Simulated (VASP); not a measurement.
A run of VASP 6.6.1 is set up as follows.

Contents of INCAR:

```
SYSTEM = SiO2
ALGO = Normal
EDIFF = 1E-6
ENCUT = 520
GGA = PE
ISIF = 2
ISMEAR = 0
LASPH = .TRUE.
LCHARG = .FALSE.
LREAL = Auto
LWAVE = .FALSE.
NBANDS = 158
NELM = 100
PREC = Accurate
SIGMA = 0.01
```

Contents of KPOINTS:

```
Automatic mesh
0
Gamma
  2 2 2
  0.5 0.5 0.5
```

Contents of POSCAR:

```
SiO2
1.0
    5.0832710680      5.0832710680     -7.0988988238
   -5.0832710680      5.0832710680      7.0988988238
    5.0832710680     -5.0832710680      7.0988988238
Si O
16 32
Direct
    0.7060628840      0.6030314420      0.6030314420
    0.7060628840      0.1030314420      0.1030314420
    0.2060628840      0.1030314420      0.6030314420
    0.2060628840      0.6030314420      0.1030314420
    0.5000000000      0.4780314420      0.7719685580
    0.5000000000      0.9780314420      0.2719685580
    0.0000000000      0.9780314420      0.7719685580
    0.0000000000      0.4780314420      0.2719685580
    0.5000000000      0.5219685580      0.2280314420
    0.5000000000      0.0219685580      0.7280314420
    0.0000000000      0.0219685580      0.2280314420
    0.0000000000      0.5219685580      0.7280314420
    0.2939371160      0.6469685580      0.6469685580
    0.2939371160      0.1469685580      0.1469685580
    0.7939371160      0.1469685580      0.6469685580
    0.7939371160      0.6469685580      0.1469685580
    0.8326215843      0.5422770924      0.6160486513
    0.8326215843      0.0422770924      0.1160486513
    0.3326215843      0.0422770924      0.6160486513
    0.3326215843      0.5422770924      0.1160486513
    0.1673784157      0.5334270670      0.4596555082
    0.1673784157      0.0334270670      0.9596555082
    0.6673784157      0.0334270670      0.4596555082
    0.6673784157      0.5334270670      0.9596555082
    0.8326215843      0.7903444918      0.7165729330
    0.8326215843      0.2903444918      0.2165729330
    0.3326215843      0.2903444918      0.7165729330
    0.3326215843      0.7903444918      0.2165729330
    0.4262284412      0.3346555082      0.1672770924
    0.4262284412      0.8346555082      0.6672770924
    0.9262284412      0.8346555082      0.1672770924
    0.9262284412      0.3346555082      0.6672770924
    0.1673784157      0.1339513487      0.2077229076
    0.1673784157      0.6339513487      0.7077229076
    0.6673784157      0.6339513487      0.2077229076
    0.6673784157      0.1339513487      0.7077229076
    0.5737715588      0.5827229076      0.4153444918
    0.5737715588      0.0827229076      0.9153444918
    0.0737715588      0.0827229076      0.4153444918
    0.0737715588      0.5827229076      0.9153444918
    0.4262284412      0.5915729330      0.7589513487
    0.4262284412      0.0915729330      0.2589513487
    0.9262284412      0.0915729330      0.7589513487
    0.9262284412      0.5915729330      0.2589513487
    0.5737715588      0.4910486513      0.6584270670
    0.5737715588      0.9910486513      0.1584270670
    0.0737715588      0.9910486513      0.6584270670
    0.0737715588      0.4910486513      0.1584270670
```

Potentials or basis: VASP PAW PBE potentials, release 64 (Si, O).

Launch:

```sh
$ cat potpaw_PBE.64/Si/POTCAR potpaw_PBE.64/O/POTCAR > POTCAR
$ mpirun -np 1 vasp_std > vasp.out
```

Q: Estimate the band gap on the k mesh.

A: 5.96 eV.

Q: Predict the pressure.

A: 0.1 GPa.

Q: What does it give for the largest force?

A: 0.026 eV/Å.

Forces in eV/Å, atoms in the order of the input:
```
Si  -0.018 -0.018  0.000
Si  -0.018 -0.018  0.000
Si  -0.018 -0.018  0.000
Si  -0.018 -0.018  0.000
Si   0.018 -0.018  0.000
Si   0.018 -0.018  0.000
Si   0.018 -0.018  0.000
Si   0.018 -0.018  0.000
Si  -0.018  0.018  0.000
Si  -0.018  0.018  0.000
Si  -0.018  0.018  0.000
Si  -0.018  0.018  0.000
Si   0.018  0.018  0.000
Si   0.018  0.018  0.000
Si   0.018  0.018  0.000
Si   0.018  0.018  0.000
O    0.003  0.000  0.005
O    0.003  0.000  0.005
O    0.003  0.000  0.005
O    0.003  0.000  0.005
O   -0.003  0.000  0.005
O   -0.003  0.000  0.005
O   -0.003  0.000  0.005
O   -0.003  0.000  0.005
O    0.000  0.003 -0.005
O    0.000  0.003 -0.005
O    0.000  0.003 -0.005
O    0.000  0.003 -0.005
O    0.000 -0.003  0.005
O    0.000 -0.003  0.005
O    0.000 -0.003  0.005
O    0.000 -0.003  0.005
O    0.000 -0.003 -0.005
O    0.000 -0.003 -0.005
O    0.000 -0.003 -0.005
O    0.000 -0.003 -0.005
O    0.003  0.000 -0.005
O    0.003  0.000 -0.005
O    0.003  0.000 -0.005
O    0.003  0.000 -0.005
O   -0.003  0.000 -0.005
O   -0.003  0.000 -0.005
O   -0.003  0.000 -0.005
O   -0.003  0.000 -0.005
O    0.000  0.003  0.005
O    0.000  0.003  0.005
O    0.000  0.003  0.005
O    0.000  0.003  0.005
```

A k mesh can miss the band edges.
